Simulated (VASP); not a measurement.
## NbTe: single point with PBE

Crystal: NbTe.

```
Nb Te
1.0
     0.00000    2.87746    2.87746
     5.75492    2.87746    2.87746
     5.75492    5.75492    0.00000
Nb Te
2 2
Cartesian
  2.8775 2.8775 2.8775
  5.7549 5.7549 2.8775
  0.0000 0.0000 0.0000
  2.8775 2.8775 0.0000
```

```yaml
Program: VASP 6.6.1
Task: single point
Functional: PBE
Potentials_or_basis: VASP PAW PBE potentials, release 64 (Nb_sv, Te)
Cutoff: 520 eV
k_mesh: 10 × 10 × 5
Occupations: gaussian, width 0.05 eV
Spin: collinear spin
Starting_moments: "[2.0, -2.0, 0.0, 0.0] μB"
```

```yaml
Pressure: -0.1 GPa
Band_gap_on_the_k_mesh: zero (filled and empty bands overlap)
Net_moment: 0.00 μB per cell
Site_moments: Nb +1.21, -1.21; Te -0.01, +0.01 μB
Valence_electrons_inside_the_program's_atomic_spheres: Nb 10.66; Te 3.49
```

Levels at points of the mesh, in eV from the Fermi level:
Spin up:
```csv
k point,band 16,band 17,band 18,band 19,band 20,band 21,band 22,band 23
"(0.00, 0.00, 0.00)",-1.46,-1.44,-1.31,-1.31,-1.06,-0.93,-0.83,0.02
"(0.50, 0.00, 0.00)",-4.24,-0.18,-0.03,0.08,0.99,1.08,1.27,2.28
"(0.50, 0.50, 0.00)",-3.05,-2.61,-2.61,-0.25,0.01,0.37,0.95,1.07
```
Spin down:
| k point | band 16 | band 17 | band 18 | band 19 | band 20 | band 21 | band 22 | band 23 |
| --- | --- | --- | --- | --- | --- | --- | --- | --- |
| (0.00, 0.00, 0.00) | -1.46 | -1.44 | -1.31 | -1.31 | -1.06 | -0.93 | -0.83 | 0.02 |
| (0.50, 0.00, 0.00) | -4.24 | -0.18 | -0.03 | 0.08 | 0.99 | 1.08 | 1.27 | 2.28 |
| (0.50, 0.50, 0.00) | -3.05 | -2.61 | -2.61 | -0.25 | 0.01 | 0.37 | 0.95 | 1.07 |

It took 11 min on 1 thread of Intel(R) Xeon(R) Platinum 8259CL CPU @ 2.50GHz (Skylake/Cascade Lake), with other jobs on the host, peak memory 0.55 GiB.

Caveat: spin-orbit coupling is left out, which moves the levels of the heavy elements.
